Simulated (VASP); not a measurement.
# Pt3S (Pm-3m) in VASP: notebook

The runs below take Pt3S through single point, relaxation of cell and atoms, with PBE.

All numbers are computed with VASP 6.6.1; they aren't measurements. Logs are shortened: lines on timing, memory, paths and dates and some standing lists are left out, and cuts for length are marked.

## (1) The cell of the first run

It takes space group Pm-3m (No. 221, cubic). The conventional cell has a = 3.973 Å, b = 3.973 Å, c = 3.973 Å, α = 90.00°, β = 90.00°, γ = 90.00°. Pt (site symmetry 4/mmm) has 8 Pt at 2.81 Å and 4 S at 2.81 Å within 3.7 Å. Within 3.7 Å of S (site symmetry m-3m) lie 12 Pt at 2.81 Å.

## (2) Single point, PBE

Contents of INCAR:

```
SYSTEM = Pt3S
ALGO = Normal
EDIFF = 1E-6
ENCUT = 520
GGA = PE
ISIF = 2
ISMEAR = 0
LASPH = .True.
LCHARG = .False.
LREAL = .False.
LWAVE = .False.
NBANDS = 26
NELM = 80
PREC = Accurate
SIGMA = 0.1
```

Contents of KPOINTS:

```
k-points
0
Gamma
  4 4 4
  0 0 0
```

Contents of POSCAR:

```
Pt3S
1.0
    3.9732290875      0.0000000000      0.0000000000
    0.0000000000      3.9732290875      0.0000000000
    0.0000000000      0.0000000000      3.9732290875
Pt S
3 1
Direct
    0.0000000000      0.5000000000      0.5000000000
    0.5000000000      0.0000000000      0.5000000000
    0.5000000000      0.5000000000      0.0000000000
    0.0000000000      0.0000000000      0.0000000000
```

Potentials or basis: VASP PAW PBE potentials, release 64 (Pt, S).

Started as:

```console
$ cat potpaw_PBE.64/Pt/POTCAR potpaw_PBE.64/S/POTCAR > POTCAR
$ mpirun -np 1 vasp_std > vasp.out
```

OUTCAR:

```text
SYSTEM = Pt3S
   EDIFF = 1E-6
   ENCUT = 520
   GGA = PE
   ISIF = 2
   ISMEAR = 0
   LASPH = .True.
   LREAL = .False.
   NELM = 80
   PREC = Accurate

 ion  position               nearest neighbor table
   1  0.000  0.500  0.500-   2 2.81   3 2.81   4 2.81   3 2.81   4 2.81   2 2.81   4 2.81   4 2.81
                             2 2.81   3 2.81   3 2.81   2 2.81
   2  0.500  0.000  0.500-   1 2.81   3 2.81   4 2.81   3 2.81   4 2.81   1 2.81   3 2.81   3 2.81
                             1 2.81   4 2.81   4 2.81   1 2.81
   3  0.500  0.500  0.000-   1 2.81   2 2.81   4 2.81   1 2.81   2 2.81   2 2.81   4 2.81   2 2.81
                             1 2.81   4 2.81   1 2.81   4 2.81
   4  0.000  0.000  0.000-   1 2.81   2 2.81   3 2.81   1 2.81   2 2.81   1 2.81   3 2.81   1 2.81
                             2 2.81   3 2.81   2 2.81   3 2.81

  LATTYP: Found a simple cubic cell.
 ALAT       =     3.9732290875

  Lattice vectors:

 A1 = (   3.9732290875,   0.0000000000,   0.0000000000)
 A2 = (   0.0000000000,   3.9732290875,   0.0000000000)
 A3 = (   0.0000000000,   0.0000000000,   3.9732290875)

Analysis of symmetry for initial positions (statically):
=====================================================================
 Subroutine PRICEL returns:
 Original cell was already a primitive cell.

 Routine SETGRP: Setting up the symmetry group for a
 simple cubic supercell.

 Subroutine GETGRP returns: Found 48 space group operations
 (whereof 48 operations were pure point group operations)
 out of a pool of 48 trial point group operations.

The static configuration has the point symmetry O_h .

Analysis of symmetry for dynamics (positions and initial velocities):
=====================================================================
 Subroutine PRICEL returns:
 Original cell was already a primitive cell.

 Routine SETGRP: Setting up the symmetry group for a
 simple cubic supercell.

 Subroutine GETGRP returns: Found 48 space group operations
 (whereof 48 operations were pure point group operations)
 out of a pool of 48 trial point group operations.

The dynamic configuration has the point symmetry O_h .

 Subroutine INISYM returns: Found 48 space group operations
 (whereof 48 operations are pure point group operations),
 and found     1 'primitive' translations

----------------------------------------------------------------------------------------

                                     Primitive cell

  volume of cell :      62.7236

  direct lattice vectors                    reciprocal lattice vectors
     3.973229088  0.000000000  0.000000000     0.251684456  0.000000000  0.000000000
     0.000000000  3.973229088  0.000000000     0.000000000  0.251684456  0.000000000
     0.000000000  0.000000000  3.973229088     0.000000000  0.000000000  0.251684456

  length of vectors
     3.973229088  3.973229088  3.973229088     0.251684456  0.251684456  0.251684456

  position of ions in fractional coordinates (direct lattice)
     0.000000000  0.500000000  0.500000000
     0.500000000  0.000000000  0.500000000
     0.500000000  0.500000000  0.000000000
     0.000000000  0.000000000  0.000000000

  ion indices of the primitive-cell ions
   primitive index   ion index
                 1           1
                 2           2
                 3           3
                 4           4

----------------------------------------------------------------------------------------

 KPOINTS: k-points

Automatic generation of k-mesh.
 Grid dimensions read from file:
 generate k-points for:    4    4    4

 Generating k-lattice:

  Cartesian coordinates                     Fractional coordinates (reciprocal lattice)
     0.062921114  0.000000000  0.000000000     0.250000000  0.000000000  0.000000000
     0.000000000  0.062921114  0.000000000     0.000000000  0.250000000  0.000000000
     0.000000000  0.000000000  0.062921114     0.000000000  0.000000000  0.250000000

  Length of vectors
     0.062921114  0.062921114  0.062921114

  Shift w.r.t. Gamma in fractional coordinates (k-lattice)
     0.000000000  0.000000000  0.000000000

 Subroutine IBZKPT returns following result:
 ===========================================

 Found     10 irreducible k-points:

 Following reciprocal coordinates:
            Coordinates               Weight
  0.000000  0.000000  0.000000      1.000000
  0.250000  0.000000  0.000000      6.000000
  0.500000  0.000000  0.000000      3.000000
  0.250000  0.250000  0.000000     12.000000
  0.500000  0.250000  0.000000     12.000000
  0.500000  0.500000  0.000000      3.000000
  0.250000  0.250000  0.250000      8.000000
  0.500000  0.250000  0.250000     12.000000
  0.500000  0.500000  0.250000      6.000000
  0.500000  0.500000  0.500000      1.000000
   k-points           NKPTS =     10   k-points in BZ     NKDIM =     10   number of bands    NBANDS=     26
   number of dos      NEDOS =    301   number of ions     NIONS =      4
   total plane-waves  NPLWV =  27000
   dimension x,y,z NGX =    30 NGY =   30 NGZ =   30
   dimension x,y,z NGXF=    60 NGYF=   60 NGZF=   60
   ions per type =               3   1
   NGX,Y,Z   is equivalent  to a cutoff of  12.55, 12.55, 12.55 a.u.
   NGXF,Y,Z  is equivalent  to a cutoff of  25.10, 25.10, 25.10 a.u.
 SYSTEM =  Pt3S
   PREC   = accura    normal or accurate (medium, high low for compatibility)
   ISTART =      0    job   : 0-new  1-cont  2-samecut
   ICHARG =      2    charge: 1-file 2-atom 10-const
   ISPIN  =      1    spin polarized calculation?
   LNONCOLLINEAR =      F non collinear calculations
   LSORBIT =      F    spin-orbit coupling
   LASPH  =      T    aspherical Exc in radial PAW
   ENCUT  =  520.0 eV  38.22 Ry    6.18 a.u.   7.39  7.39  7.39*2*pi/ulx,y,z
   NELM   =     80;   NELMIN=  2; NELMDL= -5     # of ELM steps
   EDIFF  = 0.1E-05   stopping-criterion for ELM
   LREAL  =      F    real-space projection
   EDIFFG = 0.1E-04   stopping-criterion for IOM
   NSW    =      0    number of steps for IOM
   IBRION =     -1    ionic relax: 0-MD 1-quasi-New 2-CG
   NFREE  =      0    steps in history (QN), initial steepest desc. (CG)
   ISIF   =      2    stress and relaxation
   ISYM   =      2    0-nonsym 1-usesym 2-fastsym
   POTIM  = 0.5000    time-step for ionic-motion
   TEBEG  =    0.0;   TEEND  =   0.0 temperature during run
   PSTRESS=    0.0 pullay stress
   NELECT =      36.0000    total number of electrons
   NUPDOWN=      -1.0000    fix difference up-down
   EMIN   =  10.00;   EMAX   =-10.00  energy-range for DOS
   EFERMI =   0.00;   METHOD = LEGACY
   ISMEAR =     0;   SIGMA  =   0.10  broadening in eV -4-tet -1-fermi 0-gaus
   EFERMI_NEDOS =   21; number of points for ismear=-14 and -15
   IALGO  =     38    algorithm
   IMIX   =      4    mixing-type and parameters
     AMIX     =   0.40;   BMIX     =  1.00
     AMIX_MAG =   1.60;   BMIX_MAG =  1.00
  volume/ion in A,a.u.               =      15.68       105.82
  Fermi-wavevector in a.u.,A,eV,Ry     =   1.360501  2.570973 25.183864  1.850962
  Thomas-Fermi vector in A             =   2.487157
   LORBIT       =      0    0 simple, 1 ext, 2 COOP (PROOUT), +10 PAW based schemes
   GGA     = PE    functional components
   LHFCALC =     F    Hartree Fock is set to
   AEXX    =    0.0000 exact exchange contribution
   IVDW    =     0    specifies the selected vdW correction
   LEPSILON=     F    determine dielectric tensor
   LRPA    =     F    only Hartree local field effects (RPA)
 non-spin polarized calculation
 Gauss-broadening in eV      SIGMA  =   0.10
  energy-cutoff  :      520.00
  volume of cell :       62.72
 maximum number of plane-waves:      1743
 NGX is ok and might be reduce to    30
   NGX = 15   NGY = 15   NGZ = 15

 number of electron      36.0000011 magnetization

 Free energy of the ion-electron system (eV)
  ---------------------------------------------------
  ext. energy  EPLUGINS =         0.00000000
  ---------------------------------------------------
  free energy    TOTEN  =       -20.52444701 eV

  energy without entropy =      -20.48551287  energy(sigma->0) =      -20.50497994

 E-fermi :   9.9808     XC(G=0): -12.7458

 val. band max:        9.9195007726   @ k =   0.5000   0.2500   0.2500
 cond. band min:      10.0268118229   @ k =   0.2500   0.2500   0.0000
 fundamental gap:      0.1073110502
 Fermi energy:         9.9807825670

 k-point     1 :       0.0000    0.0000    0.0000
  band No.  band energies     occupation
      1      -4.8767      2.00000
      2       2.5855      2.00000
      3       4.6414      2.00000
      4       4.6414      2.00000
      5       4.6466      2.00000
      6       4.6466      2.00000
[... 18 lines left out ...]
     25      16.5493      0.00000
     26      21.7979      0.00000

 k-point     2 :       0.2500    0.0000    0.0000
  band No.  band energies     occupation
      1      -4.5733      2.00000
      2       2.4908      2.00000
      3       3.7739      2.00000
      4       4.4218      2.00000
      5       4.4218      2.00000
      6       4.8437      2.00000
[... 18 lines left out ...]
     25      18.9459      0.00000
     26      19.5571      0.00000

 k-point     3 :       0.5000    0.0000    0.0000
  band No.  band energies     occupation
      1      -4.2092      2.00000
      2       1.5707      2.00000
      3       4.1608      2.00000
      4       4.1608      2.00000
      5       4.3895      2.00000
      6       5.0950      2.00000
[... 166 lines left out ...]
 k-point     9 :       0.5000    0.5000    0.2500
  band No.  band energies     occupation
      1      -4.0010      2.00000
      2       3.2422      2.00000
      3       3.2422      2.00000
      4       4.1489      2.00000
      5       4.4257      2.00000
      6       5.3025      2.00000
[... 18 lines left out ...]
     25      18.0928      0.00000
     26      18.0928      0.00000

 k-point    10 :       0.5000    0.5000    0.5000
  band No.  band energies     occupation
      1      -4.0626      2.00000
      2       3.9431      2.00000
      3       3.9431      2.00000
      4       3.9431      2.00000
      5       4.8069      2.00000
      6       4.8069      2.00000
[... 18 lines left out ...]
     25      17.7518      0.00000
     26      17.7518      0.00000

------------------------ aborting loop because EDIFF is reached ----------------------------------------

  FORCE on cell =-STRESS in cart. coord.  units (eV):
  Direction    XX          YY          ZZ          XY          YZ          ZX
  --------------------------------------------------------------------------------------
  -------------------------------------------------------------------------------------
  Total       -0.0878602     -0.0878602     -0.0878602     -0.0000000     -0.0000000      0.0000000
  in kB       -2.2442528     -2.2442528     -2.2442528     -0.0000000     -0.0000000      0.0000000
  external PRESSURE =      -2.2442528 kB  Pullay stress =       0.0000000 kB

 VOLUME and BASIS-vectors are now :
 -----------------------------------------------------------------------------
  energy-cutoff  :      520.00
  volume of cell :       62.72
      direct lattice vectors                 reciprocal lattice vectors
     3.973229088  0.000000000  0.000000000     0.251684456  0.000000000  0.000000000
     0.000000000  3.973229088  0.000000000     0.000000000  0.251684456  0.000000000
     0.000000000  0.000000000  3.973229088     0.000000000  0.000000000  0.251684456

 POSITION                                       TOTAL-FORCE (eV/Angst)
 -----------------------------------------------------------------------------------
      0.00000      1.98661      1.98661         0.000000      0.000000      0.000000
      1.98661      0.00000      1.98661         0.000000      0.000000      0.000000
      1.98661      1.98661      0.00000         0.000000      0.000000      0.000000
      0.00000      0.00000      0.00000         0.000000      0.000000      0.000000
 -----------------------------------------------------------------------------------
    total drift:                                0.000000      0.000000     -0.000000

  FREE ENERGIE OF THE ION-ELECTRON SYSTEM (eV)
  ---------------------------------------------------
  free  energy   TOTEN  =       -20.5244470084 eV

  energy  without entropy=      -20.4855128702  energy(sigma->0) =      -20.50497994
```

Wall time 7.5 s (1 thread of Intel Xeon 6975P-C (Granite Rapids), shared host); peak memory 0.16 GiB.

Results:

* Free energy: -20.5244 eV
* Pressure: -0.2 GPa
* Band gap on the k mesh: zero (band 18 reaches 10.60 eV, above the bottom of band 19 at 9.67 eV)

Caveat: the k points lie up to 0.40 Å⁻¹ apart; spin-orbit coupling is left out, which moves the levels of the heavy elements.

## (3) Relaxation of cell and atoms, PBE

This run uses another cell than the first one, of 16.29 Å³/atom, 1.039 times its volume.

Contents of INCAR:

```
  PREC = Accurate
  ENCUT = 600
  EDIFF = 1E-7
  ISMEAR = 0
  SIGMA = 0.1
  LREAL = False
  LASPH = True
  NELM = 80
  ALGO = Normal
  ISIF = 3
  LWAVE = False
  LCHARG = False
  GGA = PE
  IBRION = 2
  NSW = 90
  EDIFFG = -0.04
```

Contents of KPOINTS:

```
regular mesh
0
Gamma
  4 4 4
```

Contents of POSCAR:

```
Pt3S
1.0
    4.0240645893      0.0000000000      0.0000000000
    0.0000000000      4.0240645893      0.0000000000
    0.0000000000      0.0000000000      4.0240645893
Pt S
3 1
Direct
    0.0000000000      0.5000000000      0.5000000000
    0.5000000000      0.0000000000      0.5000000000
    0.5000000000      0.5000000000      0.0000000000
    0.0000000000      0.0000000000      0.0000000000
```

Potentials or basis: VASP PAW PBE potentials, release 64 (Pt, S).

Started as:

```console
$ cat potpaw_PBE.64/Pt/POTCAR potpaw_PBE.64/S/POTCAR > POTCAR
$ mpirun -np 1 vasp_std > vasp.out
```

Wall time 19 s (1 thread of Intel Xeon 6975P-C (Granite Rapids), shared host); peak memory 0.19 GiB.

It converged, with:

```
Free energy                            : -20.5253 eV
Relaxed volume                         : 15.68 Å³/atom
Relaxed cell                           : a = 3.973 Å, b = 3.973 Å, c = 3.973 Å, α = 90.00°, β = 90.00°, γ = 90.00°
Space group after relaxing (to 0.05 Å) : Pm-3m (No. 221)
Energy gained by relaxing              : 13.5 meV/atom
Ionic steps                            : 3
Pressure after relaxing                : -0.1 GPa
Band gap on the k mesh                 : zero (band 18 reaches 10.60 eV, above the bottom of band 19 at 9.68 eV)
```

Step by step:
```csv
step,energy change (eV),largest force (eV/Å),pressure (GPa),volume (Å³)
1,0.0000,0.0000,-6.66,65.16
2,0.0941,0.0000,13.70,58.98
3,-0.0541,0.0000,-0.12,62.72
```

Final structure:
```yaml
crystal:
  lattice:
    - [3.97313, 0.00000, 0.00000]
    - [0.00000, 3.97313, 0.00000]
    - [0.00000, 0.00000, 3.97313]
  atoms:
    - { symbol: Pt, position: [0.00000, 0.50000, 0.50000] }
    - { symbol: Pt, position: [0.50000, 0.00000, 0.50000] }
    - { symbol: Pt, position: [0.50000, 0.50000, 0.00000] }
    - { symbol: S, position: [0.00000, 0.00000, 0.00000] }
```

Levels at points of the mesh, in eV from the Fermi level:
| k point | band 15 | band 16 | band 17 | band 18 | band 19 | band 20 |
| --- | --- | --- | --- | --- | --- | --- |
| (0.00, 0.00, 0.00) | -0.79 | -0.79 | 0.12 | 0.62 | 0.62 | 0.62 |
| (0.50, 0.00, 0.00) | -1.70 | -1.65 | -0.64 | 0.39 | 0.39 | 0.62 |
| (0.50, 0.50, 0.00) | -2.03 | -1.47 | -1.35 | 0.40 | 0.40 | 1.41 |
| (0.50, 0.50, 0.50) | -1.57 | -1.57 | -0.17 | 0.18 | 0.18 | 0.18 |

Caveat: the k points lie up to 0.40 Å⁻¹ apart in the final cell; spin-orbit coupling is left out, which moves the levels of the heavy elements.

(Continued in part 2 of 2.)
